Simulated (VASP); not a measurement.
# Sr4CaTi3O12 (a cell with a defect) in VASP: single point with PBEsol

Aim: the single point of Sr4CaTi3O12 (a cell with a defect) with PBEsol.

Everything below comes from runs of VASP 6.6.1. Logs are shortened: lines on timing, memory, paths and dates and some standing lists are left out, and cuts for length are marked.

**1. The cell of the first run**

The cell holds a defect, 40 atoms: a = 7.783 Å, b = 7.783 Å, c = 7.783 Å, α = 90.00°, β = 90.00°, γ = 90.00°.

**2. Single point, PBEsol**

File INCAR:

```
SYSTEM = Sr4CaTi3O12
PREC     = Accurate       ! precision mode
ENCUT    = 520            ! plane-wave cutoff, eV
EDIFF    = 1E-6           ! SCF threshold, eV
ISMEAR   = -1             ! smearing method
SIGMA    = 0.05           ! smearing width, eV
LREAL    = Auto         
LASPH    = .True.         ! aspherical terms in the spheres
NELM     = 120            ! most SCF steps
ALGO     = Normal         ! electronic algorithm
ISIF     = 2              ! what is computed and relaxed
LWAVE    = .False.        ! write WAVECAR
LCHARG   = .False.        ! write CHGCAR
GGA      = PS             ! functional
ISYM     = 0            
NBANDS   = 184            ! bands
GGA_COMPAT= .False.
```

File KPOINTS:

```
Automatic mesh
0
Gamma
  1 1 1
  0.25 0.25 0.25
```

File POSCAR:

```
Sr4CaTi3O12
1.0
    7.7828210000      0.0000000000      0.0000000000
    0.0000000000      7.7828210000      0.0000000000
    0.0000000000      0.0000000000      7.7828210000
Sr Ca Ti O
8 2 6 24
Direct
    0.9830480000      0.9704020000      0.9945640000
    0.9979350000      0.9819740000      0.5040610000
    0.9963400000      0.5205360000      0.0156300000
    0.9894320000      0.5201670000      0.4864990000
    0.5107510000      0.9825440000      0.9853910000
    0.5061730000      0.9799730000      0.5157260000
    0.5015800000      0.5219940000      0.0062030000
    0.5163770000      0.5319800000      0.4938730000
    0.2775210000      0.2525540000      0.3077620000
    0.2240860000      0.2482340000      0.8073860000
    0.2509150000      0.7585560000      0.2501850000
    0.2485770000      0.7423570000      0.7500670000
    0.7314940000      0.2502080000      0.2269410000
    0.7698740000      0.2539370000      0.7274610000
    0.7475920000      0.7579460000      0.2471470000
    0.7527670000      0.7454100000      0.7477380000
    0.1123830000      0.2354500000      0.0741540000
    0.3911020000      0.2647340000      0.5749340000
    0.2574840000      0.7918550000      0.0163830000
    0.2450940000      0.7093510000      0.5163850000
    0.7793560000      0.2612090000      0.9647340000
    0.7232400000      0.2336720000      0.4640750000
    0.7434790000      0.7385690000      0.9931390000
    0.7572150000      0.7597610000      0.4930330000
    0.0007750000      0.2453430000      0.2246260000
    0.9926060000      0.2580430000      0.6561920000
    0.9959320000      0.7550220000      0.2453840000
    0.9941690000      0.7381950000      0.7555310000
    0.5082660000      0.2453500000      0.1565710000
    0.5005770000      0.2433150000      0.7255060000
    0.5057570000      0.7567370000      0.2552990000
    0.5042040000      0.7481040000      0.7455290000
    0.2538380000      0.9827500000      0.3290530000
    0.2373120000      0.9812040000      0.7481280000
    0.2552200000      0.5190500000      0.2496820000
    0.2495670000      0.5176450000      0.8291290000
    0.7474840000      0.9984510000      0.2174890000
    0.7573950000      0.9972440000      0.7463700000
    0.7473670000      0.5004540000      0.2456390000
    0.7464960000      0.4995330000      0.7177860000
```

Potentials or basis: VASP PAW PBE potentials, release 64 (Sr_sv, Ca_sv, Ti_sv, O).

Command:

```console
$ cat potpaw_PBE.64/Sr_sv/POTCAR potpaw_PBE.64/Ca_sv/POTCAR potpaw_PBE.64/Ti_sv/POTCAR potpaw_PBE.64/O/POTCAR > POTCAR
$ mpirun -np 1 vasp_std > vasp.out
```

OUTCAR:

```text
SYSTEM = Sr4CaTi3O12
   PREC = Accurate
   ENCUT = 520
   EDIFF = 1E-6
   ISMEAR = -1
   LREAL = Auto
   LASPH = .True.
   NELM = 120
   ISIF = 2
   GGA = PS
   ISYM = 0

 ion  position               nearest neighbor table
   1  0.983  0.970  0.995-  17 2.38  37 2.53  19 2.55  27 2.57  23 2.59  28 2.60  38 2.62  34 2.76
                            21 2.77  25 2.79  15 3.16  16 3.16  10 3.21  11 3.32  12 3.32  33 3.35
   2  0.998  0.982  0.504-  33 2.41  26 2.45  24 2.55  38 2.66  34 2.66  27 2.68  28 2.73  20 2.87
                            22 2.92  37 2.96  25 2.99  16 3.26  14 3.26  11 3.29  15 3.29  12 3.31
   3  0.996  0.521  0.016-  17 2.44  36 2.45  27 2.55  23 2.60  28 2.64  39 2.64  21 2.66  25 2.69
                            35 2.72  19 2.93  40 3.03  10 3.20  15 3.23  11 3.27  16 3.32  12 3.33
   4  0.989  0.520  0.486-  26 2.43  20 2.49  24 2.60  40 2.62  27 2.62  39 2.66  28 2.70  35 2.77
                            25 2.96  22 3.05  15 3.23  16 3.26  14 3.28  11 3.31  36 3.35  12 3.36
   5  0.511  0.983  0.985-  29 2.44  19 2.48  37 2.58  32 2.61  23 2.62  38 2.68  31 2.74  34 2.82
                            30 2.87  21 3.02  16 3.22  15 3.26  13 3.29  12 3.32  33 3.34  10 3.34
   6  0.506  0.980  0.516-  18 2.43  33 2.44  32 2.54  24 2.60  30 2.62  22 2.63  38 2.66  31 2.67
                            34 2.77  20 2.93  37 2.99  16 3.21   9 3.21  12 3.28  15 3.30  11 3.34
   7  0.502  0.522  0.006-  36 2.40  29 2.45  23 2.53  31 2.66  39 2.68  32 2.69  35 2.70  19 2.83
                            40 2.95  21 2.98  30 3.08  15 3.25  13 3.26  12 3.29  11 3.29  16 3.30
   8  0.516  0.532  0.494-  18 2.38  40 2.51  20 2.53  31 2.55  24 2.58  32 2.58  39 2.65  35 2.78
                            22 2.83  30 2.88  15 3.17  16 3.17   9 3.21  11 3.31  12 3.32  36 3.34
   9  0.278  0.253  0.308-  33 2.11  35 2.13  29 2.15  17 2.23  25 2.25  18 2.26   8 3.21   6 3.21
                             4 3.36   2 3.39   7 3.60   5 3.74   3 3.78   1 4.00
  10  0.224  0.248  0.807-  36 2.11  34 2.13  26 2.15  18 2.23  30 2.24  17 2.25   3 3.20   1 3.21
                             5 3.34   7 3.41   2 3.60   4 3.75   6 3.79   8 4.00
  11  0.251  0.759  0.250-  19 1.84  33 1.85  35 1.86  31 1.98  27 1.99  20 2.11   3 3.27   7 3.29
                             2 3.29   4 3.31   8 3.31   1 3.32   6 3.34   5 3.37
  12  0.249  0.742  0.750-  20 1.84  36 1.85  34 1.86  28 1.98  32 1.99  19 2.11   6 3.28   7 3.29
                             2 3.31   8 3.32   5 3.32   1 3.32   3 3.33   4 3.36
  13  0.731  0.250  0.227-  29 1.82  22 1.85  39 1.96  37 1.96  21 2.08  25 2.10   7 3.26   5 3.29
                             3 3.37   1 3.44   8 3.45   4 3.54   6 3.54   2 3.65
  14  0.770  0.254  0.727-  26 1.82  21 1.85  40 1.92  38 2.01  22 2.09  30 2.10   2 3.26   4 3.28
                             6 3.39   8 3.45   1 3.46   3 3.53   5 3.54   7 3.66
  15  0.748  0.758  0.247-  31 1.88  37 1.89  24 1.92  27 1.93  23 1.98  39 2.00   1 3.16   8 3.17
                             3 3.23   4 3.23   7 3.25   5 3.26   2 3.29   6 3.30
  16  0.753  0.745  0.748-  28 1.88  23 1.91  40 1.93  32 1.93  38 1.96  24 1.99   1 3.16   8 3.17
                             6 3.21   5 3.22   4 3.26   2 3.26   7 3.30   3 3.32
  17  0.112  0.235  0.074-  25 1.46   9 2.23  10 2.25   1 2.38   3 2.44
  18  0.391  0.265  0.575-  30 1.46  10 2.23   9 2.26   8 2.38   6 2.43
  19  0.257  0.792  0.016-  11 1.84  12 2.11   5 2.48   1 2.55   7 2.83   3 2.93
[... 195 lines left out ...]
  volume/ion in A,a.u.               =      11.79        79.53
  Fermi-wavevector in a.u.,A,eV,Ry     =   1.432738  2.707482 27.929203  2.052739
  Thomas-Fermi vector in A             =   2.552333
   LORBIT       =      0    0 simple, 1 ext, 2 COOP (PROOUT), +10 PAW based schemes
   GGA     = PS    functional components
   LHFCALC =     F    Hartree Fock is set to
   AEXX    =    0.0000 exact exchange contribution
   IVDW    =     0    specifies the selected vdW correction
   LEPSILON=     F    determine dielectric tensor
   LRPA    =     F    only Hartree local field effects (RPA)
 non-spin polarized calculation
  energy-cutoff  :      520.00
  volume of cell :      471.42
 maximum number of plane-waves:     12704
 NGX is ok and might be reduce to    60
   NGX = 29   NGY = 29   NGZ = 29

 number of electron     316.0000003 magnetization

 Free energy of the ion-electron system (eV)
  ---------------------------------------------------
  ext. energy  EPLUGINS =         0.00000000
  ---------------------------------------------------
  free energy    TOTEN  =      -311.15852894 eV

  energy without entropy =     -311.15852894  energy(sigma->0) =     -311.15852894

 E-fermi :   5.1237     XC(G=0): -11.5176

 val. band max:        3.8954315069   @ k =  -0.2500  -0.2500   0.2500
 cond. band min:       6.3770338915   @ k =   0.2500  -0.2500   0.2500
 fundamental gap:      2.4816023847
 Fermi energy:         5.1237478374

 k-point     1 :       0.2500    0.2500    0.2500
  band No.  band energies     occupation
      1     -52.2826      2.00000
      2     -52.2673      2.00000
      3     -52.1083      2.00000
      4     -52.1065      2.00000
      5     -51.5746      2.00000
      6     -51.5714      2.00000
[... 681 lines left out ...]
    169       7.6950      0.00000
    170       7.8338      0.00000
 [bands above 170 left out]

------------------------ aborting loop because EDIFF is reached ----------------------------------------

  FORCE on cell =-STRESS in cart. coord.  units (eV):
  Direction    XX          YY          ZZ          XY          YZ          ZX
  --------------------------------------------------------------------------------------
  -------------------------------------------------------------------------------------
  Total       31.4693642     44.4296890     19.2215039      2.0288594      0.1430406      0.3512725
  in kB      106.9516342    150.9985336     65.3261135      6.8952719      0.4861373      1.1938332
  external PRESSURE =     107.7587605 kB  Pullay stress =       0.0000000 kB

 VOLUME and BASIS-vectors are now :
 -----------------------------------------------------------------------------
  energy-cutoff  :      520.00
  volume of cell :      471.42
      direct lattice vectors                 reciprocal lattice vectors
     7.782821000  0.000000000  0.000000000     0.128488115  0.000000000  0.000000000
     0.000000000  7.782821000  0.000000000     0.000000000  0.128488115  0.000000000
     0.000000000  0.000000000  7.782821000     0.000000000  0.000000000  0.128488115

 POSITION                                       TOTAL-FORCE (eV/Angst)
 -----------------------------------------------------------------------------------
      7.65089      7.55247      7.74051         0.021990     -0.008282     -0.038363
      7.76675      7.64253      3.92302        -0.026856     -0.026887      0.008159
      7.75434      4.05124      0.12165        -0.054255      0.019538      0.026706
      7.70057      4.04837      3.78633         0.003887      0.000806     -0.035544
      3.97508      7.64696      7.66912         0.008359      0.009357      0.022474
      3.93945      7.62695      4.01380         0.013110     -0.022112     -0.053625
[... 32 lines left out ...]
      5.81662      3.89494      1.91176        -0.009088      0.010129      0.027534
      5.80984      3.88778      5.58640         0.033338      0.016895      0.027035
 -----------------------------------------------------------------------------------
    total drift:                               -0.010421      0.010519     -0.004571

  FREE ENERGIE OF THE ION-ELECTRON SYSTEM (eV)
  ---------------------------------------------------
  free  energy   TOTEN  =      -311.1585289416 eV

  energy  without entropy=     -311.1585289415  energy(sigma->0) =     -311.15852894
```

Wall time 15 min (1 thread of Oxide Virtual Turin-like, shared host); peak memory 0.6 GiB.

Results:

```
Free energy            : -311.1585 eV
Pressure               : 10.8 GPa
Largest force          : 0.274 eV/Å
Band gap on the k mesh : 2.48 eV
```

Forces on the atoms (eV/Å):
```
Sr   0.022 -0.008 -0.038
Sr  -0.027 -0.027  0.008
Sr  -0.054  0.020  0.027
Sr   0.004  0.001 -0.036
Sr   0.008  0.009  0.022
Sr   0.013 -0.022 -0.054
Sr   0.041 -0.013 -0.038
Sr   0.009 -0.022  0.005
Ca   0.003 -0.010  0.091
Ca  -0.041 -0.024  0.036
Ti   0.039  0.028  0.042
Ti   0.022  0.027  0.022
Ti   0.043 -0.100 -0.003
Ti  -0.088 -0.080 -0.070
Ti  -0.012 -0.013 -0.019
Ti  -0.024 -0.015 -0.023
O    0.105 -0.004 -0.155
O   -0.161 -0.017 -0.181
O   -0.050 -0.020 -0.056
O   -0.020  0.002 -0.041
O    0.013  0.051  0.040
O    0.018  0.052  0.068
O    0.010  0.010  0.022
O    0.004  0.016  0.017
O   -0.133  0.020  0.167
O    0.068  0.020  0.013
O    0.029  0.017 -0.002
O    0.039 -0.037  0.002
O   -0.027  0.031 -0.027
O    0.192  0.039  0.192
O   -0.038 -0.020 -0.002
O   -0.022  0.015  0.010
O   -0.009 -0.001 -0.024
O    0.020 -0.004 -0.018
O   -0.017 -0.012 -0.043
O   -0.012 -0.008 -0.034
O    0.027  0.043  0.016
O   -0.020  0.030  0.008
O   -0.009  0.010  0.028
O    0.033  0.017  0.027
```

Stress tensor (GPa, compression positive):
```
10.70  0.69  0.12
 0.69 15.10  0.05
 0.12  0.05  6.53
```

Caveat: the PAW data sets were made with another functional, which shifts forces and pressure a little.
